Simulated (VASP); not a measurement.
# MgFe3O (P4/nmm) in VASP: relaxation of cell and atoms with PBE

Aim: the relaxation of cell and atoms of MgFe3O with PBE.

Everything below comes from runs of VASP 6.6.1. Logs are shortened: lines on timing, memory, paths and dates and some standing lists are left out, and cuts for length are marked.

**1. The cell of the first run**

Symmetry: P4/nmm, No. 129, tetragonal system. Conventional cell: a = 2.920 Å, b = 2.920 Å, c = 13.450 Å, α = 90.00°, β = 90.00°, γ = 90.00°. Within 2.7 Å of Mg (site symmetry 4mm) lie 5 O at 2.06 to 2.15 Å. Within 2.8 Å of Fe (site symmetry 4mm) lie 1 O at 2.15 Å and 5 Fe at 2.49 to 2.80 Å. Within 3.3 Å of Fe (site symmetry 4mm) lie 13 Fe at 2.49 to 2.92 Å. Within 3.3 Å of Fe (site symmetry 4mm) lie 14 Fe at 2.49 to 2.92 Å. Within 2.7 Å of O (site symmetry 4mm) lie 5 Mg at 2.06 to 2.15 Å and 1 Fe at 2.15 Å.

**2. Relaxation of cell and atoms, PBE, collinear spin, ferromagnetic start**

File INCAR:

```
SYSTEM = MgFe3O
ALGO = Fast
EDIFF = 1E-7
EDIFFG = -0.08
ENCUT = 600
GGA = PE
IBRION = 2
ISIF = 3
ISMEAR = 0
ISPIN = 2
LASPH = .True.
LCHARG = .False.
LMAXMIX = 4
LORBIT = 11
LREAL = .False.
LWAVE = .False.
MAGMOM = 0 0 4 4 4 4 4 4 0 0
NELM = 150
NSW = 36
PREC = Accurate
SIGMA = 0.2
```

File KPOINTS:

```
k-points
0
Gamma
  6 6 2
  0 0 0
```

File POSCAR:

```
MgFe3O
1.0
    2.9200000000      0.0000000000      0.0000000000
    0.0000000000      2.9200000000      0.0000000000
    0.0000000000      0.0000000000     13.4500000000
Mg Fe O
2 6 2
Direct
    0.0000000000      0.5000000000      0.9200000000
    0.5000000000      0.0000000000      0.0800000000
    0.0000000000      0.5000000000      0.2400000000
    0.5000000000      0.0000000000      0.7600000000
    0.5000000000      0.0000000000      0.3440000000
    0.0000000000      0.5000000000      0.4480000000
    0.0000000000      0.5000000000      0.6560000000
    0.5000000000      0.0000000000      0.5520000000
    0.5000000000      0.0000000000      0.9200000000
    0.0000000000      0.5000000000      0.0800000000
```

Potentials or basis: VASP PAW PBE potentials, release 64 (Mg, Fe, O).

The run is started by

```bash
$ cat potpaw_PBE.64/Mg/POTCAR potpaw_PBE.64/Fe/POTCAR potpaw_PBE.64/O/POTCAR > POTCAR
$ mpirun -np 1 vasp_std > vasp.out
```

OUTCAR:

```text
SYSTEM = MgFe3O
   EDIFF = 1E-7
   EDIFFG = -0.08
   ENCUT = 600
   GGA = PE
   IBRION = 2
   ISIF = 3
   ISMEAR = 0
   ISPIN = 2
   LASPH = .True.
   LORBIT = 11
   LREAL = .False.
   NELM = 150
   NSW = 36
   PREC = Accurate

 ion  position               nearest neighbor table
   1  0.000  0.500  0.920-   9 2.06   9 2.06   9 2.06   9 2.06  10 2.15   2 2.98   2 2.98   2 2.98
                             2 2.98   4 2.98   4 2.98   4 2.98   4 2.98
   2  0.500  0.000  0.080-  10 2.06  10 2.06  10 2.06  10 2.06   9 2.15   1 2.98   1 2.98   1 2.98
                             1 2.98   3 2.98   3 2.98   3 2.98   3 2.98
   3  0.000  0.500  0.240-  10 2.15   5 2.49   5 2.49   5 2.49   5 2.49   6 2.80   2 2.98   2 2.98
                             2 2.98   2 2.98
   4  0.500  0.000  0.760-   9 2.15   7 2.49   7 2.49   7 2.49   7 2.49   8 2.80   1 2.98   1 2.98
                             1 2.98   1 2.98
   5  0.500  0.000  0.344-   3 2.49   6 2.49   3 2.49   6 2.49   3 2.49   6 2.49   3 2.49   6 2.49
                             8 2.80
   6  0.000  0.500  0.448-   5 2.49   8 2.49   5 2.49   8 2.49   5 2.49   8 2.49   5 2.49   8 2.49
                             7 2.80   3 2.80
   7  0.000  0.500  0.656-   4 2.49   8 2.49   4 2.49   8 2.49   4 2.49   8 2.49   4 2.49   8 2.49
                             6 2.80
   8  0.500  0.000  0.552-   6 2.49   7 2.49   6 2.49   7 2.49   6 2.49   7 2.49   6 2.49   7 2.49
                             4 2.80   5 2.80
   9  0.500  0.000  0.920-   1 2.06   1 2.06   1 2.06   1 2.06   2 2.15   4 2.15
  10  0.000  0.500  0.080-   2 2.06   2 2.06   2 2.06   2 2.06   1 2.15   3 2.15

  LATTYP: Found a simple tetragonal cell.
 ALAT       =     2.9200000000
 C/A-ratio  =     4.6061643836

  Lattice vectors:

 A1 = (   2.9200000000,   0.0000000000,   0.0000000000)
 A2 = (   0.0000000000,   2.9200000000,   0.0000000000)
 A3 = (   0.0000000000,   0.0000000000,  13.4500000000)

Analysis of symmetry for initial positions (statically):
=====================================================================
 Subroutine PRICEL returns:
 Original cell was already a primitive cell.

 Routine SETGRP: Setting up the symmetry group for a
 simple tetragonal supercell.

 Subroutine GETGRP returns: Found 16 space group operations
 (whereof  8 operations were pure point group operations)
 out of a pool of 16 trial point group operations.

The static configuration has the point symmetry D_2d.
 The point group associated with its full space group is D_4h.

Analysis of symmetry for dynamics (positions and initial velocities):
=====================================================================
 Subroutine PRICEL returns:
 Original cell was already a primitive cell.
[... 185 lines left out ...]

  energy without entropy =      -70.73020586  energy(sigma->0) =      -70.81429105

------------------------ aborting loop because EDIFF is reached ----------------------------------------

  FORCE on cell =-STRESS in cart. coord.  units (eV):
  Direction    XX          YY          ZZ          XY          YZ          ZX
  --------------------------------------------------------------------------------------
  -------------------------------------------------------------------------------------
  Total       -1.3416895     -1.3416895     -0.9072940      0.0000000      0.0000000      0.0000000
  in kB      -18.7445322    -18.7445322    -12.6756616      0.0000000      0.0000000      0.0000000
  external PRESSURE =     -16.7215753 kB  Pullay stress =       0.0000000 kB
[... 207 lines left out ...]
--------------------------------------- Ionic step        6  -------------------------------------------

 number of electron      63.9999959 magnetization      15.2387491

 Free energy of the ion-electron system (eV)
  ---------------------------------------------------
  ext. energy  EPLUGINS =         0.00000000
  ---------------------------------------------------
  free energy    TOTEN  =       -70.99131441 eV

  energy without entropy =      -70.83381861  energy(sigma->0) =      -70.91256651

 E-fermi :   5.5410     XC(G=0): -11.9985

 val. band max:        5.5166832098   @ k =   0.1667   0.1667   0.5000
 cond. band min:       5.5415845262   @ k =   0.5000   0.0000   0.5000
 fundamental gap:      0.0249013164
 Fermi energy:         5.5409761402

 spin component 1

 k-point     1 :       0.0000    0.0000    0.0000
  band No.  band energies     occupation
      1     -14.7206      1.00000
      2     -13.9516      1.00000
      3      -2.5364      1.00000
      4      -1.6276      1.00000
      5      -1.5030      1.00000
      6       0.4182      1.00000
[... 929 lines left out ...]
     43      10.8983      0.00000
     44      10.8983      0.00000
 Fermi energy:         5.5409761402

 spin component 2

 k-point     1 :       0.0000    0.0000    0.0000
  band No.  band energies     occupation
      1     -14.6587      1.00000
      2     -13.8868      1.00000
      3      -2.3565      1.00000
      4      -1.4095      1.00000
      5      -1.3661      1.00000
      6       0.6257      1.00000
[... 929 lines left out ...]
     43      11.2844      0.00000
     44      11.2844      0.00000
 [bands above 44 left out]

------------------------ aborting loop because EDIFF is reached ----------------------------------------

  FORCE on cell =-STRESS in cart. coord.  units (eV):
  Direction    XX          YY          ZZ          XY          YZ          ZX
  --------------------------------------------------------------------------------------
  -------------------------------------------------------------------------------------
  Total       -0.0074014     -0.0074014     -0.6011156      0.0000000      0.0000000      0.0000000
  in kB       -0.1044857     -0.1044857     -8.4860047      0.0000000      0.0000000      0.0000000
  external PRESSURE =      -2.8983254 kB  Pullay stress =       0.0000000 kB
[... 25 lines left out ...]
  FREE ENERGIE OF THE ION-ELECTRON SYSTEM (eV)
  ---------------------------------------------------
  free  energy   TOTEN  =       -70.9913144055 eV

  energy  without entropy=      -70.8338186139  energy(sigma->0) =      -70.91256651

 reached required accuracy - stopping structural energy minimisation

 total charge

# of ion       s       p       d       tot
------------------------------------------
    1        0.149   0.177   0.075   0.401
    2        0.149   0.177   0.075   0.401
    3        0.446   0.426   6.178   7.050
    4        0.446   0.426   6.178   7.050
    5        0.473   0.500   6.247   7.220
    6        0.465   0.497   6.206   7.168
    7        0.473   0.500   6.247   7.220
    8        0.465   0.497   6.206   7.168
    9        1.545   3.537   0.000   5.082
   10        1.545   3.537   0.000   5.082
--------------------------------------------------
tot          6.158  10.273  37.412  53.843

 magnetization (x)

# of ion       s       p       d       tot
------------------------------------------
    1       -0.002  -0.004   0.000  -0.006
    2       -0.002  -0.004   0.000  -0.006
    3       -0.003  -0.021   2.813   2.788
    4       -0.003  -0.021   2.813   2.788
    5       -0.015  -0.054   2.446   2.377
    6       -0.014  -0.067   2.507   2.426
    7       -0.015  -0.054   2.446   2.377
    8       -0.014  -0.067   2.507   2.426
    9        0.003   0.030   0.000   0.034
   10        0.003   0.030   0.000   0.034
--------------------------------------------------
tot         -0.062  -0.233  15.534  15.239
```

OSZICAR:

```text
N       E                     dE             d eps       ncg     rms          rms(c)
DAV:   1     0.633655498397E+03    0.63366E+03   -0.30244E+04  4000   0.171E+03
DAV:   2     0.188459807880E+02   -0.61481E+03   -0.57406E+03  4000   0.378E+02
[... 94 lines left out ...]
RMM:   7    -0.709913111404E+02    0.71157E-03   -0.72739E-04  4029   0.204E-01    0.450E-02
RMM:   8    -0.709913149035E+02   -0.37631E-05   -0.14974E-04  4126   0.632E-02    0.171E-02
RMM:   9    -0.709913150029E+02   -0.99379E-07   -0.19150E-05  4122   0.283E-02    0.126E-02
RMM:  10    -0.709913145773E+02    0.42559E-06   -0.63678E-06  4026   0.119E-02    0.663E-03
RMM:  11    -0.709913144089E+02    0.16838E-06   -0.13614E-06  3999   0.698E-03    0.370E-03
RMM:  12    -0.709913144055E+02    0.34324E-08   -0.39111E-07  3221   0.360E-03
   6 F= -.70991314E+02 E0= -.70912567E+02  d E =-.685958E-02  mag=    15.2385
```

CONTCAR:

```text
MgFe3O
   1.00000000000000
     2.9184058777292594    0.0000000000000000    0.0000000000000000
    -0.0000000000000000    2.9184058777292594    0.0000000000000000
    -0.0000000000000000    0.0000000000000000   13.3252070679815464
  Mg              Fe              O
     2     6     2
Direct
     0.0000000000000000    0.5000000000000000    0.9153925337409522
     0.5000000000000000    1.0000000000000000    0.0846074662590478
     0.0000000000000000    0.5000000000000000    0.2432658668882173
     0.5000000000000000    1.0000000000000000    0.7567341331117827
     0.5000000000000000    1.0000000000000000    0.3409361066272556
     0.0000000000000000    0.5000000000000000    0.4473876571327513
     0.0000000000000000    0.5000000000000000    0.6590638933727443
     0.5000000000000000    0.0000000000000000    0.5526123428672488
     0.5000000000000000    1.0000000000000000    0.9206661454035664
     0.0000000000000000    0.5000000000000000    0.0793338545964336

  0.00000000E+00  0.00000000E+00  0.00000000E+00
  0.00000000E+00  0.00000000E+00  0.00000000E+00
  0.00000000E+00  0.00000000E+00  0.00000000E+00
  0.00000000E+00  0.00000000E+00  0.00000000E+00
  0.00000000E+00  0.00000000E+00  0.00000000E+00
  0.00000000E+00  0.00000000E+00  0.00000000E+00
  0.00000000E+00  0.00000000E+00  0.00000000E+00
  0.00000000E+00  0.00000000E+00  0.00000000E+00
  0.00000000E+00  0.00000000E+00  0.00000000E+00
  0.00000000E+00  0.00000000E+00  0.00000000E+00
```

Run time: 60 min. Hardware: 1 thread of AMD EPYC 9755, shared host; peak memory 0.38 GiB.

Results:

```
Free energy                                           : -70.9913 eV
Relaxed volume                                        : 11.35 Å³/atom
Relaxed cell                                          : a = 2.918 Å, b = 2.918 Å, c = 13.325 Å, α = 90.00°, β = 90.00°, γ = 90.00°
Space group after relaxing (to 0.1 Å)                 : P4/nmm (No. 129)
Energy gained by relaxing                             : 9.3 meV/atom
Ionic steps                                           : 6
Pressure after relaxing                               : -0.3 GPa
Largest force after relaxing                          : 0.054 eV/Å
Net moment                                            : 15.24 μB per cell
Site moments                                          : Mg -0.01; Fe +2.79, +2.38, +2.43 (each value once); O +0.03 μB
Valence electrons inside the program's atomic spheres : Mg 0.40; Fe 7.05, 7.22, 7.17 (each value once); O 5.08
```

Forces in eV/Å, atoms in the order of the input:
```
Mg   0.000  0.000 -0.017
Mg   0.000  0.000  0.017
Fe   0.000  0.000 -0.016
Fe   0.000  0.000  0.016
Fe   0.000  0.000  0.030
Fe   0.000  0.000  0.018
Fe   0.000  0.000 -0.030
Fe   0.000  0.000 -0.018
O    0.000  0.000 -0.054
O    0.000  0.000  0.054
```

Step by step:
| step | energy change (eV) | largest force (eV/Å) | pressure (GPa) | volume (Å³) |
| --- | --- | --- | --- | --- |
| 1 | 0.0000 | 0.6176 | -1.67 | 114.68 |
| 2 | -0.0732 | 0.2386 | 0.70 | 112.70 |
| 3 | -0.0739 | 0.1983 | 0.97 | 112.50 |
| 4 | -0.0847 | 0.1658 | -0.13 | 113.39 |
| 5 | -0.0861 | 0.1790 | -0.68 | 113.86 |
| 6 | -0.0929 | 0.0543 | -0.29 | 113.49 |

Final structure:
```yaml
crystal:
  lattice:
    - [2.91841, 0.00000, 0.00000]
    - [0.00000, 2.91841, 0.00000]
    - [0.00000, 0.00000, 13.32521]
  atoms:
    - { symbol: Mg, position: [0.00000, 0.50000, 0.91539] }
    - { symbol: Mg, position: [0.50000, 0.00000, 0.08461] }
    - { symbol: Fe, position: [0.00000, 0.50000, 0.24327] }
    - { symbol: Fe, position: [0.50000, 0.00000, 0.75673] }
    - { symbol: Fe, position: [0.50000, 0.00000, 0.34094] }
    - { symbol: Fe, position: [0.00000, 0.50000, 0.44739] }
    - { symbol: Fe, position: [0.00000, 0.50000, 0.65906] }
    - { symbol: Fe, position: [0.50000, 0.00000, 0.55261] }
    - { symbol: O, position: [0.50000, 0.00000, 0.92067] }
    - { symbol: O, position: [0.00000, 0.50000, 0.07933] }
```

Caveat: only a ferromagnetic start was run, and an antiferromagnetic order may lie lower in energy; the relaxation stopped at a loose force limit of 0.08 eV/Å, so its end isn't a converged minimum.
